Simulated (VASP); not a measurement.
# BN (P6_3/mmc) in VASP: further runs

BN is run at these levels: r2SCAN; tasks: single point.

All numbers are computed with VASP 6.6.1; they aren't measurements. Logs are shortened: lines on timing, memory, paths and dates and some standing lists are left out, and cuts for length are marked.

**1. The cell of the first run**

It takes space group P6_3/mmc (No. 194, hexagonal). Conventional cell: a = 2.550 Å, b = 2.550 Å, c = 7.028 Å, α = 90.00°, β = 90.00°, γ = 120.00°. B (site symmetry -6m2) has 3 N at 1.47 Å within 2.0 Å. Within 2.0 Å of N (site symmetry -6m2) lie 3 B at 1.47 Å.

**2. Single point, r2SCAN (volume changed by +6%)**

The input, POSCAR:

```
BN
1.0
    2.5498865997      0.0000000000      0.0000000000
   -1.2749432998      2.2082665721      0.0000000000
    0.0000000000      0.0000000000      7.0283238405
B N
2 2
Direct
    0.3333333333      0.6666666667      0.2500000000
    0.6666666667      0.3333333333      0.7500000000
    0.6666666667      0.3333333333      0.2500000000
    0.3333333333      0.6666666667      0.7500000000
```

The input, INCAR.step1:

```
ALGO = Normal
EDIFF = 1E-4
ENCUT = 520
GGA = PE
ISMEAR = 0
LASPH = T
LCHARG = F
LREAL = F
LWAVE = T
NBANDS = 16
NELM = 80
PREC = Accurate
SIGMA = 0.01
```

The input, INCAR.step2:

```
ALGO = Normal
EDIFF = 1E-6
ENCUT = 520
ISIF = 2
ISMEAR = 0
ISTART = 1
LASPH = T
LCHARG = F
LMIXTAU = T
LREAL = F
LWAVE = F
METAGGA = R2SCAN
NBANDS = 16
NELM = 80
PREC = Accurate
SIGMA = 0.01
```

The input, KPOINTS:

```
k-points
0
Gamma
  9 9 4
```

Potentials or basis: VASP PAW PBE potentials, release 64 (B, N).

Started as:

```bash
$ cat potpaw_PBE.64/B/POTCAR potpaw_PBE.64/N/POTCAR > POTCAR
$ cp INCAR.step1 INCAR
$ mpirun -np 1 vasp_std > vasp.out
$ cp INCAR.step2 INCAR
$ mpirun -np 1 vasp_std > vasp.out
```

OUTCAR:

```text
EDIFF = 1E-6
   ENCUT = 520
   ISIF = 2
   ISMEAR = 0
   ISTART = 1
   LASPH = T
   LREAL = F
   METAGGA = R2SCAN
   NELM = 80
   PREC = Accurate

 ion  position               nearest neighbor table
   1  0.333  0.667  0.250-   3 1.47   3 1.47   3 1.47
   2  0.667  0.333  0.750-   4 1.47   4 1.47   4 1.47
   3  0.667  0.333  0.250-   1 1.47   1 1.47   1 1.47
   4  0.333  0.667  0.750-   2 1.47   2 1.47   2 1.47

  LATTYP: Found a hexagonal cell.
 ALAT       =     2.5498865997
 C/A-ratio  =     2.7563280035

  Lattice vectors:

 A1 = (   2.5498865997,   0.0000000000,   0.0000000000)
 A2 = (  -1.2749432998,   2.2082665721,   0.0000000000)
 A3 = (   0.0000000000,   0.0000000000,   7.0283238405)

Analysis of symmetry for initial positions (statically):
=====================================================================
 Subroutine PRICEL returns:
 Original cell was already a primitive cell.

 Routine SETGRP: Setting up the symmetry group for a
 hexagonal supercell.

 Subroutine GETGRP returns: Found 24 space group operations
 (whereof 12 operations were pure point group operations)
 out of a pool of 24 trial point group operations.

The static configuration has the point symmetry D_3d.
 The point group associated with its full space group is D_6h.

Analysis of symmetry for dynamics (positions and initial velocities):
=====================================================================
 Subroutine PRICEL returns:
 Original cell was already a primitive cell.

 Routine SETGRP: Setting up the symmetry group for a
 hexagonal supercell.

 Subroutine GETGRP returns: Found 24 space group operations
 (whereof 12 operations were pure point group operations)
 out of a pool of 24 trial point group operations.

The dynamic configuration has the point symmetry D_3d.
 The point group associated with its full space group is D_6h.

 Subroutine INISYM returns: Found 24 space group operations
 (whereof 12 operations are pure point group operations),
 and found     1 'primitive' translations

----------------------------------------------------------------------------------------

                                     Primitive cell

  volume of cell :      39.5753

  direct lattice vectors                    reciprocal lattice vectors
     2.549886600  0.000000000  0.000000000     0.392174303  0.226421939  0.000000000
    -1.274943300  2.208266572  0.000000000     0.000000000  0.452843879  0.000000000
     0.000000000  0.000000000  7.028323840     0.000000000  0.000000000  0.142281435

  length of vectors
     2.549886600  2.549886600  7.028323840     0.452843879  0.452843879  0.142281435

  position of ions in fractional coordinates (direct lattice)
     0.333333333  0.666666667  0.250000000
     0.666666667  0.333333333  0.750000000
     0.666666667  0.333333333  0.250000000
     0.333333333  0.666666667  0.750000000

  ion indices of the primitive-cell ions
   primitive index   ion index
                 1           1
                 2           2
                 3           3
                 4           4

----------------------------------------------------------------------------------------

 KPOINTS: k-points

Automatic generation of k-mesh.
 Grid dimensions read from file:
 generate k-points for:    9    9    4

 Generating k-lattice:

  Cartesian coordinates                     Fractional coordinates (reciprocal lattice)
     0.043574923  0.025157993  0.000000000     0.111111111 -0.000000000  0.000000000
     0.000000000  0.050315987  0.000000000     0.000000000  0.111111111  0.000000000
     0.000000000  0.000000000  0.035570359     0.000000000  0.000000000  0.250000000

  Length of vectors
     0.050315987  0.050315987  0.035570359

  Shift w.r.t. Gamma in fractional coordinates (k-lattice)
     0.000000000  0.000000000  0.000000000

 Subroutine IBZKPT returns following result:
 ===========================================

 Found     36 irreducible k-points:

 Following reciprocal coordinates:
            Coordinates               Weight
  0.000000  0.000000  0.000000      1.000000
  0.111111  0.000000  0.000000      6.000000
  0.222222 -0.000000  0.000000      6.000000
  0.333333  0.000000  0.000000      6.000000
  0.444444 -0.000000  0.000000      6.000000
  0.111111  0.111111  0.000000      6.000000
[... 16 lines left out ...]
  0.333333  0.222222  0.250000     24.000000
  0.333333  0.333333  0.250000      4.000000
 [... further k-points ...]
   k-points           NKPTS =     36   k-points in BZ     NKDIM =     36   number of bands    NBANDS=     16
   number of dos      NEDOS =    301   number of ions     NIONS =      4
   total plane-waves  NPLWV =  21600
   dimension x,y,z NGX =    20 NGY =   20 NGZ =   54
   dimension x,y,z NGXF=    40 NGYF=   40 NGZF=  108
   ions per type =               2   2
   NGX,Y,Z   is equivalent  to a cutoff of  13.04, 13.04, 12.77 a.u.
   NGXF,Y,Z  is equivalent  to a cutoff of  26.08, 26.08, 25.55 a.u.
 SYSTEM =  unknown system
   PREC   = accura    normal or accurate (medium, high low for compatibility)
   ISTART =      1    job   : 0-new  1-cont  2-samecut
   ICHARG =      0    charge: 1-file 2-atom 10-const
   ISPIN  =      1    spin polarized calculation?
   LNONCOLLINEAR =      F non collinear calculations
   LSORBIT =      F    spin-orbit coupling
   LASPH  =      T    aspherical Exc in radial PAW
   ENCUT  =  520.0 eV  38.22 Ry    6.18 a.u.   4.74  4.74 13.07*2*pi/ulx,y,z
   NELM   =     80;   NELMIN=  2; NELMDL=  0     # of ELM steps
   EDIFF  = 0.1E-05   stopping-criterion for ELM
   LREAL  =      F    real-space projection
   EDIFFG = 0.1E-04   stopping-criterion for IOM
   NSW    =      0    number of steps for IOM
   IBRION =     -1    ionic relax: 0-MD 1-quasi-New 2-CG
   NFREE  =      0    steps in history (QN), initial steepest desc. (CG)
   ISIF   =      2    stress and relaxation
   ISYM   =      2    0-nonsym 1-usesym 2-fastsym
   POTIM  = 0.5000    time-step for ionic-motion
   TEBEG  =    0.0;   TEEND  =   0.0 temperature during run
   PSTRESS=    0.0 pullay stress
   NELECT =      16.0000    total number of electrons
   NUPDOWN=      -1.0000    fix difference up-down
   EMIN   =  10.00;   EMAX   =-10.00  energy-range for DOS
   EFERMI =   0.00;   METHOD = LEGACY
   ISMEAR =     0;   SIGMA  =   0.01  broadening in eV -4-tet -1-fermi 0-gaus
   EFERMI_NEDOS =   21; number of points for ismear=-14 and -15
   IALGO  =     38    algorithm
   IMIX   =      4    mixing-type and parameters
     AMIX     =   0.40;   BMIX     =  1.00
     AMIX_MAG =   1.60;   BMIX_MAG =  1.00
  volume/ion in A,a.u.               =       9.89        66.77
  Fermi-wavevector in a.u.,A,eV,Ry     =   1.210524  2.287559 19.937551  1.465369
  Thomas-Fermi vector in A             =   2.346068
   LORBIT       =      0    0 simple, 1 ext, 2 COOP (PROOUT), +10 PAW based schemes
   METAGGA = R2SCAN    functional components
   LHFCALC =     F    Hartree Fock is set to
   AEXX    =    0.0000 exact exchange contribution
   IVDW    =     0    specifies the selected vdW correction
   LEPSILON=     F    determine dielectric tensor
   LRPA    =     F    only Hartree local field effects (RPA)
 non-spin polarized calculation
 Gauss-broadening in eV      SIGMA  =   0.01
  energy-cutoff  :      520.00
  volume of cell :       39.58
 maximum number of plane-waves:      1082
 NGX is ok and might be reduce to    20
   NGX =  9   NGY =  9   NGZ = 27

 number of electron      16.0000001 magnetization

 Free energy of the ion-electron system (eV)
  ---------------------------------------------------
  ext. energy  EPLUGINS =         0.00000000
  ---------------------------------------------------
  free energy    TOTEN  =       -38.51198542 eV

  energy without entropy =      -38.51198542  energy(sigma->0) =      -38.51198542

 E-fermi :   1.4890     XC(G=0): -10.2382

 val. band max:        1.3491617588   @ k =   0.3333   0.3333   0.5000
 cond. band min:       6.3151624661   @ k =   0.4444   0.1111   0.0000
 fundamental gap:      4.9660007073
 Fermi energy:         1.4889600848

 k-point     1 :       0.0000    0.0000    0.0000
  band No.  band energies     occupation
      1     -17.0673      2.00000
      2     -16.8777      2.00000
      3      -4.5316      2.00000
      4      -2.8454      2.00000
      5      -0.0605      2.00000
      6      -0.0605      2.00000
[... 8 lines left out ...]
     15      13.2998      0.00000
     16      14.9140      0.00000

 k-point     2 :       0.1111    0.0000    0.0000
  band No.  band energies     occupation
      1     -16.8277      2.00000
      2     -16.6436      2.00000
      3      -4.2035      2.00000
      4      -2.5462      2.00000
      5      -1.0457      2.00000
      6      -1.0282      2.00000
[... 8 lines left out ...]
     15      14.2437      0.00000
     16      14.3288      0.00000

 k-point     3 :       0.2222   -0.0000    0.0000
  band No.  band energies     occupation
      1     -16.1368      2.00000
      2     -15.9698      2.00000
      3      -3.2834      2.00000
      4      -3.2523      2.00000
      5      -3.2449      2.00000
      6      -1.6851      2.00000
[... 8 lines left out ...]
     15      16.6274      0.00000
     16      16.8842      0.00000

 k-point     4 :       0.3333    0.0000    0.0000
  band No.  band energies     occupation
      1     -15.1152      2.00000
      2     -14.9811      2.00000
      3      -5.7020      2.00000
      4      -5.6510      2.00000
      5      -2.2909      2.00000
      6      -2.2501      2.00000
[... 8 lines left out ...]
     15      17.2951      0.00000
     16      20.2367      0.00000
[... 324 lines left out ...]
 k-point    22 :       0.2222    0.2222    0.2500
  band No.  band energies     occupation
      1     -14.5550      2.00000
      2     -14.4746      2.00000
      3      -5.8510      2.00000
      4      -5.8441      2.00000
      5      -3.9827      2.00000
      6      -3.9526      2.00000
[... 8 lines left out ...]
     15      16.0037      0.00000
     16      17.1381      0.00000

 k-point    23 :       0.3333    0.2222    0.2500
  band No.  band energies     occupation
      1     -13.7391      2.00000
      2     -13.7002      2.00000
      3      -6.8987      2.00000
      4      -6.8608      2.00000
      5      -4.8752      2.00000
      6      -4.8396      2.00000
[... 8 lines left out ...]
     15      17.1170      0.00000
     16      18.3572      0.00000

 k-point    24 :       0.3333    0.3333    0.2500
  band No.  band energies     occupation
      1     -13.4136      2.00000
      2     -13.4136      2.00000
      3      -6.5256      2.00000
      4      -6.4472      2.00000
      5      -6.0479      2.00000
      6      -6.0479      2.00000
[... 8 lines left out ...]
     15      18.5344      0.00000
     16      19.5419      0.00000

 [... further k-points ...]

------------------------ aborting loop because EDIFF is reached ----------------------------------------

  FORCE on cell =-STRESS in cart. coord.  units (eV):
  Direction    XX          YY          ZZ          XY          YZ          ZX
  --------------------------------------------------------------------------------------
  -------------------------------------------------------------------------------------
  Total       -4.4752974     -4.4752974     -0.1559113     -0.0000000      0.0000000      0.0000000
  in kB     -181.1792087   -181.1792087     -6.3119582     -0.0000000      0.0000000      0.0000000
  external PRESSURE =    -122.8901252 kB  Pullay stress =       0.0000000 kB

 VOLUME and BASIS-vectors are now :
 -----------------------------------------------------------------------------
  energy-cutoff  :      520.00
  volume of cell :       39.58
      direct lattice vectors                 reciprocal lattice vectors
     2.549886600  0.000000000  0.000000000     0.392174303  0.226421939  0.000000000
    -1.274943300  2.208266572  0.000000000     0.000000000  0.452843879  0.000000000
     0.000000000  0.000000000  7.028323840     0.000000000  0.000000000  0.142281435

 POSITION                                       TOTAL-FORCE (eV/Angst)
 -----------------------------------------------------------------------------------
     -0.00000      1.47218      1.75708         0.000000      0.000000      0.000000
      1.27494      0.73609      5.27124        -0.000000     -0.000000      0.000000
      1.27494      0.73609      1.75708        -0.000000      0.000000      0.000000
     -0.00000      1.47218      5.27124         0.000000     -0.000000      0.000000
 -----------------------------------------------------------------------------------
    total drift:                               -0.000000      0.000000     -0.000000

  FREE ENERGIE OF THE ION-ELECTRON SYSTEM (eV)
  ---------------------------------------------------
  free  energy   TOTEN  =       -38.5119854169 eV

  energy  without entropy=      -38.5119854169  energy(sigma->0) =      -38.51198542
```

Wall time 2.3 min (1 thread of AMD EPYC 7R13, shared host); peak memory 0.13 GiB.

What came out:

| Item | Value |
| --- | --- |
| Free energy | -38.5120 eV |
| Pressure | -12.3 GPa |
| Band gap on the k mesh | 4.97 eV, indirect (least direct gap 5.21 eV) |

Caveat: the cell differs from its parent crystal (volume changed by +6%); the PAW data sets were made with another functional, which shifts forces and pressure a little. A k mesh can miss the band edges.

**3. Single point, r2SCAN**

This run uses another cell than the first one, of 9.33 Å³/atom, 0.943 times its volume.

The input, POSCAR:

```
BN
1.0
    2.5008381060      0.0000000000      0.0000000000
   -1.2504190530      2.1657893305      0.0000000000
    0.0000000000      0.0000000000      6.8931301039
B N
2 2
Direct
    0.3333333333      0.6666666667      0.2500000000
    0.6666666667      0.3333333333      0.7500000000
    0.6666666667      0.3333333333      0.2500000000
    0.3333333333      0.6666666667      0.7500000000
```

The input, INCAR.step1:

```
SYSTEM = BN
PREC     = Accurate       ! precision mode
ENCUT    = 520            ! plane-wave cutoff, eV
ISMEAR   = 0              ! smearing method
SIGMA    = 0.01           ! smearing width, eV
LREAL    = .FALSE.        ! projectors in reciprocal space
LASPH    = .TRUE.         ! aspherical terms in the spheres
NELM     = 100            ! most SCF steps
NBANDS   = 16             ! bands
GGA      = PE             ! functional
ALGO     = Normal         ! electronic algorithm
EDIFF    = 1E-4           ! SCF threshold, eV
LWAVE    = .TRUE.         ! write WAVECAR
LCHARG   = .FALSE.        ! write CHGCAR
```

The input, INCAR.step2:

```
SYSTEM = BN
PREC     = Accurate       ! precision mode
ENCUT    = 520            ! plane-wave cutoff, eV
EDIFF    = 1E-7           ! SCF threshold, eV
ISMEAR   = 0              ! smearing method
SIGMA    = 0.01           ! smearing width, eV
LREAL    = .FALSE.        ! projectors in reciprocal space
LASPH    = .TRUE.         ! aspherical terms in the spheres
NELM     = 100            ! most SCF steps
ALGO     = Normal         ! electronic algorithm
ISIF     = 2              ! what is computed and relaxed
LWAVE    = .FALSE.        ! write WAVECAR
LCHARG   = .FALSE.        ! write CHGCAR
METAGGA  = R2SCAN         ! meta-GGA
LMIXTAU  = .TRUE.       
NBANDS   = 16             ! bands
ISTART   = 1
```

The input, KPOINTS:

```
regular mesh
0
G
  12 12 4
  0 0 0
```

Potentials or basis: VASP PAW PBE potentials, release 64 (B, N).

Started as:

```bash
$ cat potpaw_PBE.64/B/POTCAR potpaw_PBE.64/N/POTCAR > POTCAR
$ cp INCAR.step1 INCAR
$ mpirun -np 1 vasp_std > vasp.out
$ cp INCAR.step2 INCAR
$ mpirun -np 1 vasp_std > vasp.out
```

Run time: 2.6 min. Hardware: 1 thread of AMD EPYC 7R13, shared host; peak memory 0.14 GiB.

The run converged. Its results:

```
Free energy            : -38.5961 eV
Pressure               : 0.4 GPa
Band gap on the k mesh : 4.93 eV, indirect (least direct gap 5.37 eV)
```

Stress tensor (GPa, compression positive):
```
 0.73  0.00  0.00
 0.00  0.73  0.00
 0.00  0.00 -0.30
```

Levels at points of the mesh, in eV from the valence-band top:
| k point | band 4 | band 5 | band 6 | band 7 | band 8 | band 9 | band 10 | band 11 | band 12 | band 13 |
| --- | --- | --- | --- | --- | --- | --- | --- | --- | --- | --- |
| (0.00, 0.00, 0.00) | -4.42 | -1.35 | -1.35 | -1.32 | -1.32 | 5.38 | 10.57 | 12.34 | 12.34 | 12.44 |
| (0.50, 0.00, 0.00) | -9.22 | -4.29 | -4.24 | -1.34 | -0.52 | 4.93 | 6.18 | 10.21 | 10.73 | 13.12 |
| (0.00, 0.00, 0.50) | -5.43 | -1.34 | -1.34 | -1.34 | -1.34 | 7.67 | 7.67 | 12.39 | 12.39 | 12.39 |
| (0.50, 0.00, 0.50) | -9.25 | -4.27 | -4.27 | -0.92 | -0.92 | 5.36 | 5.36 | 10.65 | 10.65 | 14.10 |

Caveat: the PAW data sets were made with another functional, which shifts forces and pressure a little. r2SCAN opens gaps a little over a GGA but as a rule still falls short of measured ones.
